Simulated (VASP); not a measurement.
# SnSe (Pnma) in VASP: a series of runs, part 3 of 3

VASP 6.6.1.

**5. Single point, r2SCAN**

This run uses another cell than the first one, of 28.41 Å³/atom.

POSCAR

```
SnSe
1.0
   11.7392579279      0.0000000000      0.0000000000
    0.0000000000      4.1294738267      0.0000000000
    0.0000000000      0.0000000000      4.6880830830
Sn Se
4 4
Direct
    0.6210944227      0.7500000000      0.3785206049
    0.8789055773      0.2500000000      0.8785206049
    0.3789055773      0.2500000000      0.6214793951
    0.1210944227      0.7500000000      0.1214793951
    0.1484217487      0.2500000000      0.5095942856
    0.6484217487      0.2500000000      0.9904057144
    0.3515782513      0.7500000000      0.0095942856
    0.8515782513      0.7500000000      0.4904057144
```

INCAR.step1

```
PREC = Accurate
ENCUT = 520
ISMEAR = 0
SIGMA = 0.01
LREAL = False
LASPH = True
NELM = 100
NBANDS = 50
GGA = PE
ALGO = Normal
EDIFF = 1E-4
LWAVE = True
LCHARG = False
```

INCAR.step2

```
PREC = Accurate
ENCUT = 520
EDIFF = 1E-7
ISMEAR = 0
SIGMA = 0.01
LREAL = False
LASPH = True
NELM = 100
ALGO = Normal
ISIF = 2
LWAVE = False
LCHARG = True
METAGGA = R2SCAN
LMIXTAU = True
LELF = True
LVHAR = True
NBANDS = 50
ISTART = 1
```

KPOINTS

```
regular mesh
0
Gamma
  2 6 6
```

Potentials or basis: VASP PAW PBE potentials, release 64 (Sn_d, Se).

Launch:

```
> cat potpaw_PBE.64/Sn_d/POTCAR potpaw_PBE.64/Se/POTCAR > POTCAR
> cp INCAR.step1 INCAR
> mpirun -np 1 vasp_std > vasp.out
> cp INCAR.step2 INCAR
> mpirun -np 1 vasp_std > vasp.out
```

OUTCAR:

```text
PREC = Accurate
   ENCUT = 520
   EDIFF = 1E-7
   ISMEAR = 0
   LREAL = False
   LASPH = True
   NELM = 100
   ISIF = 2
   METAGGA = R2SCAN
   ISTART = 1

 ion  position               nearest neighbor table
   1  0.621  0.750  0.379-   8 2.76   6 2.77   6 2.77   3 3.69   3 3.69
   2  0.879  0.250  0.879-   6 2.76   8 2.77   8 2.77   4 3.69   4 3.69
   3  0.379  0.250  0.621-   5 2.76   7 2.77   7 2.77   1 3.69   1 3.69
   4  0.121  0.750  0.121-   7 2.76   5 2.77   5 2.77   2 3.69   2 3.69
   5  0.148  0.250  0.510-   3 2.76   4 2.77   4 2.77
   6  0.648  0.250  0.990-   2 2.76   1 2.77   1 2.77
   7  0.352  0.750  0.010-   4 2.76   3 2.77   3 2.77
   8  0.852  0.750  0.490-   1 2.76   2 2.77   2 2.77

  LATTYP: Found a simple orthorhombic cell.
 ALAT       =     4.1294738267
 B/A-ratio  =     1.1352737128
 C/A-ratio  =     2.8427975138

  Lattice vectors:

 A1 = (   0.0000000000,   4.1294738267,   0.0000000000)
 A2 = (   0.0000000000,   0.0000000000,   4.6880830830)
 A3 = (  11.7392579279,   0.0000000000,   0.0000000000)

Analysis of symmetry for initial positions (statically):
=====================================================================
 Subroutine PRICEL returns:
 Original cell was already a primitive cell.

 Routine SETGRP: Setting up the symmetry group for a
 simple orthorhombic supercell.

 Subroutine GETGRP returns: Found  8 space group operations
 (whereof  2 operations were pure point group operations)
 out of a pool of  8 trial point group operations.

The static configuration has the point symmetry S_2 .
 The point group associated with its full space group is D_2h.

Analysis of symmetry for dynamics (positions and initial velocities):
=====================================================================
 Subroutine PRICEL returns:
[... 145 lines left out ...]
  Thomas-Fermi vector in A             =   2.292545
   LORBIT       =      0    0 simple, 1 ext, 2 COOP (PROOUT), +10 PAW based schemes
   METAGGA = R2SCAN    functional components
   LHFCALC =     F    Hartree Fock is set to
   AEXX    =    0.0000 exact exchange contribution
   IVDW    =     0    specifies the selected vdW correction
   LEPSILON=     F    determine dielectric tensor
   LRPA    =     F    only Hartree local field effects (RPA)
 non-spin polarized calculation
 Gauss-broadening in eV      SIGMA  =   0.01
  energy-cutoff  :      520.00
  volume of cell :      227.26
 maximum number of plane-waves:      6152
 NGX is ok and might be reduce to    90
   NGX = 43   NGY = 15   NGZ = 17

 number of electron      79.9999985 magnetization

 Free energy of the ion-electron system (eV)
  ---------------------------------------------------
  ext. energy  EPLUGINS =         0.00000000
  ---------------------------------------------------
  free energy    TOTEN  =      -159.82885925 eV

  energy without entropy =     -159.82885925  energy(sigma->0) =     -159.82885925

 E-fermi :   4.5929     XC(G=0):  -9.9150

 val. band max:        4.5427584072   @ k =   0.0000   0.0000   0.3333
 cond. band min:       5.5850520698   @ k =   0.0000   0.3333   0.0000
 fundamental gap:      1.0422936626
 Fermi energy:         4.5928985321

 k-point     1 :       0.0000    0.0000    0.0000
  band No.  band energies     occupation
      1     -17.3297      2.00000
      2     -17.3185      2.00000
      3     -17.3113      2.00000
      4     -17.3082      2.00000
      5     -17.3049      2.00000
      6     -17.3048      2.00000
[... 1261 lines left out ...]
     49      10.3766      0.00000
     50      10.3766      0.00000

 [... further k-points ...]

------------------------ aborting loop because EDIFF is reached ----------------------------------------

  FORCE on cell =-STRESS in cart. coord.  units (eV):
  Direction    XX          YY          ZZ          XY          YZ          ZX
  --------------------------------------------------------------------------------------
  -------------------------------------------------------------------------------------
  Total        0.0404791      0.0294373      0.0509551      0.0000000      0.0000000      0.0000000
  in kB        0.2853715      0.2075284      0.3592261      0.0000000      0.0000000      0.0000000
  external PRESSURE =       0.2840420 kB  Pullay stress =       0.0000000 kB

 VOLUME and BASIS-vectors are now :
 -----------------------------------------------------------------------------
  energy-cutoff  :      520.00
  volume of cell :      227.26
      direct lattice vectors                 reciprocal lattice vectors
    11.739257928  0.000000000  0.000000000     0.085184260  0.000000000  0.000000000
     0.000000000  4.129473827  0.000000000     0.000000000  0.242161603  0.000000000
     0.000000000  0.000000000  4.688083083     0.000000000  0.000000000  0.213306800

 POSITION                                       TOTAL-FORCE (eV/Angst)
 -----------------------------------------------------------------------------------
      7.29119      3.09711      1.77454        -0.016842      0.000000      0.015161
     10.31770      1.03237      4.11858         0.016842      0.000000      0.015161
      4.44807      1.03237      2.91355         0.016842      0.000000     -0.015161
      1.42156      3.09711      0.56951        -0.016842     -0.000000     -0.015161
      1.74236      1.03237      2.38902        -0.005523      0.000000      0.013111
      7.61199      1.03237      4.64310        -0.005523     -0.000000     -0.013111
      4.12727      3.09711      0.04498         0.005523      0.000000      0.013111
      9.99690      3.09711      2.29906         0.005523      0.000000     -0.013111
 -----------------------------------------------------------------------------------
    total drift:                                0.000000     -0.000000      0.000000

  FREE ENERGIE OF THE ION-ELECTRON SYSTEM (eV)
  ---------------------------------------------------
  free  energy   TOTEN  =      -159.8288592482 eV

  energy  without entropy=     -159.8288592482  energy(sigma->0) =     -159.82885925
```

OSZICAR.step1:

```text
N       E                     dE             d eps       ncg     rms          rms(c)
DAV:   1     0.862820304410E+03    0.86282E+03   -0.36764E+04  3458   0.202E+03
DAV:   2     0.116451704436E+03   -0.74637E+03   -0.72175E+03  3200   0.582E+02
DAV:   3    -0.235644748406E+02   -0.14002E+03   -0.13360E+03  3806   0.201E+02
DAV:   4    -0.332581289658E+02   -0.96937E+01   -0.95418E+01  3728   0.537E+01
DAV:   5    -0.335869459888E+02   -0.32882E+00   -0.32774E+00  3888   0.105E+01    0.646E+00
DAV:   6    -0.328245365403E+02    0.76241E+00   -0.13103E+00  4364   0.570E+00    0.404E+00
DAV:   7    -0.328214934598E+02    0.30431E-02   -0.58595E-01  4130   0.259E+00    0.159E+00
DAV:   8    -0.328196231442E+02    0.18703E-02   -0.52442E-02  4150   0.148E+00    0.362E-01
DAV:   9    -0.328200876738E+02   -0.46453E-03   -0.79878E-03  3860   0.587E-01    0.117E-01
DAV:  10    -0.328202479454E+02   -0.16027E-03   -0.95136E-04  3370   0.146E-01    0.608E-02
DAV:  11    -0.328203282215E+02   -0.80276E-04   -0.22410E-04  2446   0.852E-02
   1 F= -.32820328E+02 E0= -.32820328E+02  d E =-.188508E-21
```

Run time: 31 min. Hardware: 1 thread of AMD EPYC 7R43 (Zen 3), shared host; peak memory 0.48 GiB.

Results:

| Item | Value |
| --- | --- |
| Free energy | -159.8289 eV |
| Pressure | 0.0 GPa |
| Largest force | 0.023 eV/Å |
| Band gap on the k mesh | 1.04 eV (least direct gap 1.38 eV) |

Forces in eV/Å, atoms in the order of the input:
```
Sn  -0.017  0.000  0.015
Sn   0.017  0.000  0.015
Sn   0.017  0.000 -0.015
Sn  -0.017  0.000 -0.015
Se  -0.006  0.000  0.013
Se  -0.006  0.000 -0.013
Se   0.006  0.000  0.013
Se   0.006  0.000 -0.013
```

Levels at points of the mesh, in eV from the valence-band top:
```
           k point  band 37  band 38  band 39  band 40  band 41  band 42  band 43  band 44
(0.00, 0.00, 0.00)    -1.54    -0.93    -0.71    -0.22     1.22     3.00     3.04     3.14
(0.50, 0.00, 0.00)    -1.74    -1.74    -0.42    -0.42     2.71     2.71     2.87     2.87
(0.00, 0.50, 0.00)    -1.07    -1.07    -0.94    -0.94     1.55     1.55     1.57     1.57
(0.50, 0.50, 0.00)    -1.15    -1.15    -1.15    -1.15     1.79     1.79     1.79     1.79
(0.00, 0.00, 0.50)    -0.78    -0.78    -0.08    -0.08     1.67     1.67     2.15     2.15
(0.50, 0.00, 0.50)    -0.55    -0.55    -0.10    -0.10     1.69     1.69     2.15     2.15
(0.00, 0.50, 0.50)    -2.03    -2.03    -1.25    -1.25     3.01     3.01     3.24     3.24
(0.50, 0.50, 0.50)    -1.39    -1.39    -1.39    -1.39     2.88     2.88     2.88     2.88
```

Caveat: the PAW data sets were made with another functional, which shifts forces and pressure a little; spin-orbit coupling is left out, which moves the levels of the heavy elements.

**6. Summary**

```tsv
level	cell	smearing	gap on the mesh (eV)	pressure (GPa)	largest force (eV/Å)
PBE	a = 11.974, b = 4.212, c = 4.565 Å, 8 atoms, atomic positions A	fermi-dirac 0.02 eV	0.86	0.7	0.24
PBE	a = 11.387, b = 4.006, c = 4.899 Å, 8 atoms, atomic positions B	fermi-dirac 0.02 eV	0.69	2.1	0.25
PBE	a = 11.504, b = 4.047, c = 4.824 Å, 8 atoms, atomic positions C	fermi-dirac 0.02 eV	0.70	1.7	0.25
r2SCAN	a = 11.739, b = 4.129, c = 4.688 Å, 8 atoms, atomic positions D	gaussian 0.01 eV	1.04	0.0	0.02
```

Alike in all rows: task single point; potentials or basis VASP PAW PBE potentials, release 64 (Sn_d, Se); no spin polarisation; k mesh 2 × 6 × 6; cutoff (eV) 520.

Caveats: spin-orbit coupling is left out, which moves the levels of the heavy elements; the PAW data sets were made with another functional, which shifts forces and pressure a little (at least some runs).

Absolute energies hang on the potentials; compare differences alone.
